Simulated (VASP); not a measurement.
# Al6N5 (a cell with a defect) in VASP: a series of runs, part 2 of 3

VASP 6.6.1.

### Step 3. Single point, PBEsol

Contents of INCAR:

```
SYSTEM = Al6N5
ALGO = Normal
EDIFF = 1E-6
ENCUT = 520
GGA = PS
ISIF = 2
ISMEAR = 0
LASPH = .True.
LCHARG = .False.
LREAL = .False.
LWAVE = .False.
NBANDS = 32
NELECT = 40.0
NELM = 100
PREC = Accurate
SIGMA = 0.05
```

Contents of KPOINTS:

```
k-points
0
Gamma
  6 6 6
  0 0 0
```

Contents of POSCAR:

```
Al6N5
1.0
   -3.3014697842      0.0000000000      4.1398709024
    1.6507348921     -2.8591567030      4.1398709024
    1.6507348921      2.8591567030      4.1398709024
Al N
6 5
Direct
    0.2500000000      0.9166666667      0.5833333333
    0.5833333333      0.2500000000      0.9166666667
    0.9166666667      0.5833333333      0.2500000000
    0.7500000000      0.0833333333      0.4166666667
    0.0833333333      0.4166666667      0.7500000000
    0.4166666667      0.7500000000      0.0833333333
    0.4166666667      0.0833333333      0.7500000000
    0.7500000000      0.4166666667      0.0833333333
    0.7676038198      0.3643701006      0.5659869602
    0.2500000000      0.5833333333      0.9166666667
    0.5833333333      0.9166666667      0.2500000000
```

Potentials or basis: VASP PAW PBE potentials, release 64 (Al, N).

Run with:

```sh
$ cat potpaw_PBE.64/Al/POTCAR potpaw_PBE.64/N/POTCAR > POTCAR
$ mpirun -np 1 vasp_std > vasp.out
```

OUTCAR:

```text
SYSTEM = Al6N5
   EDIFF = 1E-6
   ENCUT = 520
   GGA = PS
   ISIF = 2
   ISMEAR = 0
   LASPH = .True.
   LREAL = .False.
   NELECT = 40.0
   NELM = 100
   PREC = Accurate

 ion  position               nearest neighbor table
   1  0.250  0.917  0.583-  11 1.91  10 1.91   7 2.07   4 2.81   4 2.81   5 2.81   6 2.81   5 2.81
                             6 2.81   2 3.30   3 3.30   2 3.30   3 3.30   2 3.30   3 3.30
   2  0.583  0.250  0.917-   9 1.68  10 1.91  11 1.91   8 2.07   7 2.07   6 2.81   6 2.81   4 2.81
                             5 2.81   5 2.81   4 2.81   3 3.30   1 3.30   1 3.30   3 3.30   1 3.30
   3  0.917  0.583  0.250-   9 1.68  10 1.91  11 1.91   8 2.07   5 2.81   5 2.81   4 2.81   6 2.81
                             6 2.81   4 2.81   2 3.30   1 3.30   1 3.30   1 3.30   2 3.30   2 3.30
   4  0.750  0.083  0.417-   7 1.91   8 1.91   9 2.00  11 2.07   1 2.81   1 2.81   3 2.81   2 2.81
                             3 2.81   2 2.81   5 3.30   6 3.30   6 3.30   5 3.30   6 3.30   5 3.30
   5  0.083  0.417  0.750-   8 1.91   7 1.91  10 2.07   9 2.41   3 2.81   3 2.81   1 2.81   2 2.81
                             2 2.81   1 2.81   6 3.30   4 3.30   4 3.30   6 3.30   6 3.30   4 3.30
   6  0.417  0.750  0.083-   8 1.91   7 1.91  10 2.07  11 2.07   2 2.81   2 2.81   3 2.81   1 2.81
                             3 2.81   1 2.81   5 3.30   4 3.30   4 3.30   4 3.30   5 3.30   5 3.30
   7  0.417  0.083  0.750-   4 1.91   6 1.91   5 1.91   2 2.07   1 2.07
   8  0.750  0.417  0.083-   5 1.91   6 1.91   4 1.91   3 2.07   2 2.07
   9  0.768  0.364  0.566-   3 1.68   2 1.68   4 2.00   5 2.41
  10  0.250  0.583  0.917-   2 1.91   3 1.91   1 1.91   5 2.07   6 2.07
  11  0.583  0.917  0.250-   1 1.91   2 1.91   3 1.91   4 2.07   6 2.07

  LATTYP: Found a trigonal (rhomboedric) cell.
 ALAT       =     5.2951141465
 COS(alpha) =     0.4168835952

  Lattice vectors:

 A1 = (  -3.3014697842,   0.0000000000,   4.1398709024)
 A2 = (   1.6507348921,  -2.8591567030,   4.1398709024)
 A3 = (   1.6507348921,   2.8591567030,   4.1398709024)

Analysis of symmetry for initial positions (statically):
=====================================================================
 Subroutine PRICEL returns:
 Original cell was already a primitive cell.

 Routine SETGRP: Setting up the symmetry group for a
 trigonal (rhombohedral) supercell.

 Subroutine GETGRP returns: Found  1 space group operations
 (whereof  1 operations were pure point group operations)
 out of a pool of 12 trial point group operations.

The static configuration has the point symmetry C_1 .

Analysis of symmetry for dynamics (positions and initial velocities):
=====================================================================
 Subroutine PRICEL returns:
 Original cell was already a primitive cell.

 Routine SETGRP: Setting up the symmetry group for a
 trigonal (rhombohedral) supercell.

 Subroutine GETGRP returns: Found  1 space group operations
 (whereof  1 operations were pure point group operations)
 out of a pool of 12 trial point group operations.

The dynamic configuration has the point symmetry C_1 .

 Subroutine INISYM returns: Found  1 space group operations
 (whereof  1 operations are pure point group operations),
 and found     1 'primitive' translations

----------------------------------------------------------------------------------------

                                     Primitive cell
[... 89 lines left out ...]
  0.166667 -0.000000  0.500000      2.000000
 [... further k-points ...]
   k-points           NKPTS =    112   k-points in BZ     NKDIM =    112   number of bands    NBANDS=     32
   number of dos      NEDOS =    301   number of ions     NIONS =     11
   total plane-waves  NPLWV =  64000
   dimension x,y,z NGX =    40 NGY =   40 NGZ =   40
   dimension x,y,z NGXF=    80 NGYF=   80 NGZF=   80
   ions per type =               6   5
   NGX,Y,Z   is equivalent  to a cutoff of  12.56, 12.56, 12.56 a.u.
   NGXF,Y,Z  is equivalent  to a cutoff of  25.12, 25.12, 25.12 a.u.
 SYSTEM =  Al6N5
   PREC   = accura    normal or accurate (medium, high low for compatibility)
   ISTART =      0    job   : 0-new  1-cont  2-samecut
   ICHARG =      2    charge: 1-file 2-atom 10-const
   ISPIN  =      1    spin polarized calculation?
   LNONCOLLINEAR =      F non collinear calculations
   LSORBIT =      F    spin-orbit coupling
   LASPH  =      T    aspherical Exc in radial PAW
   ENCUT  =  520.0 eV  38.22 Ry    6.18 a.u.   9.85  9.85  9.85*2*pi/ulx,y,z
   NELM   =    100;   NELMIN=  2; NELMDL= -5     # of ELM steps
   EDIFF  = 0.1E-05   stopping-criterion for ELM
   LREAL  =      F    real-space projection
   EDIFFG = 0.1E-04   stopping-criterion for IOM
   NSW    =      0    number of steps for IOM
   IBRION =     -1    ionic relax: 0-MD 1-quasi-New 2-CG
   NFREE  =      0    steps in history (QN), initial steepest desc. (CG)
   ISIF   =      2    stress and relaxation
   ISYM   =      2    0-nonsym 1-usesym 2-fastsym
   POTIM  = 0.5000    time-step for ionic-motion
   TEBEG  =    0.0;   TEEND  =   0.0 temperature during run
   PSTRESS=    0.0 pullay stress
   NELECT =      40.0000    total number of electrons
   NUPDOWN=      -1.0000    fix difference up-down
   EMIN   =  10.00;   EMAX   =-10.00  energy-range for DOS
   EFERMI =   0.00;   METHOD = LEGACY
   ISMEAR =     0;   SIGMA  =   0.05  broadening in eV -4-tet -1-fermi 0-gaus
   EFERMI_NEDOS =   21; number of points for ismear=-14 and -15
   IALGO  =     38    algorithm
   IMIX   =      4    mixing-type and parameters
     AMIX     =   0.40;   BMIX     =  1.00
     AMIX_MAG =   1.60;   BMIX_MAG =  1.00
  volume/ion in A,a.u.               =      10.66        71.92
  Fermi-wavevector in a.u.,A,eV,Ry     =   1.143959  2.161769 17.805152  1.308642
  Thomas-Fermi vector in A             =   2.280652
   LORBIT       =      0    0 simple, 1 ext, 2 COOP (PROOUT), +10 PAW based schemes
   GGA     = PS    functional components
   LHFCALC =     F    Hartree Fock is set to
   AEXX    =    0.0000 exact exchange contribution
   IVDW    =     0    specifies the selected vdW correction
   LEPSILON=     F    determine dielectric tensor
   LRPA    =     F    only Hartree local field effects (RPA)
 non-spin polarized calculation
 Gauss-broadening in eV      SIGMA  =   0.05
  energy-cutoff  :      520.00
  volume of cell :      117.23
 maximum number of plane-waves:      3199
   NGX = 19   NGY = 19   NGZ = 19

 number of electron      40.0000000 magnetization

 Free energy of the ion-electron system (eV)
  ---------------------------------------------------
  ext. energy  EPLUGINS =         0.00000000
  ---------------------------------------------------
  free energy    TOTEN  =       -99.20277503 eV

  energy without entropy =      -99.19815485  energy(sigma->0) =      -99.20046494

 E-fermi :   6.6574     XC(G=0): -10.7814

 val. band max:        6.6507050320   @ k =  -0.0000  -0.0000   0.1667
 cond. band min:       6.6626960289   @ k =  -0.0000  -0.3333   0.5000
 fundamental gap:      0.0119909968
 Fermi energy:         6.6574324727

 k-point     1 :       0.0000    0.0000    0.0000
  band No.  band energies     occupation
      1      -9.0365      2.00000
      2      -6.7193      2.00000
      3      -6.5658      2.00000
      4      -6.3835      2.00000
      5      -5.7531      2.00000
      6       0.5270      2.00000
[... 829 lines left out ...]
     31      16.1701      0.00000
     32      16.3998      0.00000

 [... further k-points ...]
[... 5 lines left out ...]
  --------------------------------------------------------------------------------------
  -------------------------------------------------------------------------------------
  Total      -28.6728327    -18.7699626    -32.1396844      7.6260820     -2.1319581      2.5897345
  in kB     -391.8572129   -256.5196570   -439.2369348    104.2218354    -29.1364018     35.3926015
  external PRESSURE =    -362.5379349 kB  Pullay stress =       0.0000000 kB

 VOLUME and BASIS-vectors are now :
 -----------------------------------------------------------------------------
  energy-cutoff  :      520.00
  volume of cell :      117.23
      direct lattice vectors                 reciprocal lattice vectors
    -3.301469784  0.000000000  4.139870902    -0.201930264  0.000000000  0.080517809
     1.650734892 -2.859156703  4.139870902     0.100965132 -0.174876739  0.080517809
     1.650734892  2.859156703  4.139870902     0.100965132  0.174876739  0.080517809

 POSITION                                       TOTAL-FORCE (eV/Angst)
 -----------------------------------------------------------------------------------
      1.65073     -0.95305      7.24477        -0.723757      0.300513      2.285053
      0.00000      1.90610      7.24477         3.279743      3.295564      0.345163
     -1.65073     -0.95305      7.24477        -1.004958     -4.342451     -1.809472
     -1.65073      0.95305      5.17484         1.737571     -0.904099     -1.036233
      1.65073      0.95305      5.17484         0.481770      1.366155      0.846701
     -0.00000     -1.90610      5.17484        -1.540636     -0.875265      0.085636
     -0.00000      1.90610      5.17484         1.023681     -0.032250     -1.512293
     -1.65073     -0.95305      5.17484        -0.607304     -0.222764     -0.963784
     -0.99845      0.57645      7.02934        -4.768916      1.900440      1.710065
      1.65073      0.95305      7.24477         1.699674     -0.199269      0.203190
      0.00000     -1.90610      7.24477         0.423133     -0.286575     -0.154025
 -----------------------------------------------------------------------------------
    total drift:                               -0.000357      0.000347     -0.000390

  FREE ENERGIE OF THE ION-ELECTRON SYSTEM (eV)
  ---------------------------------------------------
  free  energy   TOTEN  =       -99.2027750299 eV

  energy  without entropy=      -99.1981548482  energy(sigma->0) =      -99.20046494
```

Run time: 12 min. Hardware: 1 thread of Intel Xeon 8259CL, shared host; peak memory 0.44 GiB.

Results:

| Property | Result |
| --- | --- |
| Free energy | -99.2028 eV |
| Largest force | 5.411 eV/Å |

Forces in eV/Å, atoms in the order of the input:
```
Al  -0.724  0.301  2.285
Al   3.280  3.296  0.345
Al  -1.005 -4.342 -1.809
Al   1.738 -0.904 -1.036
Al   0.482  1.366  0.847
Al  -1.541 -0.875  0.086
N    1.024 -0.032 -1.512
N   -0.607 -0.223 -0.964
N   -4.769  1.900  1.710
N    1.700 -0.199  0.203
N    0.423 -0.287 -0.154
```

Caveat: the cell carries a net charge on a neutralising background, which shifts energy and pressure; the cell differs from its parent crystal (atoms taken out, atom 9 moved -0.125 of the way to it and -0.700 Å across, host rigid); the cell is charged against a uniform background, so pressure and absolute levels hang on convention; the PAW data sets were made with another functional, which shifts forces and pressure a little.

(Part 2 of 3 ends here.)
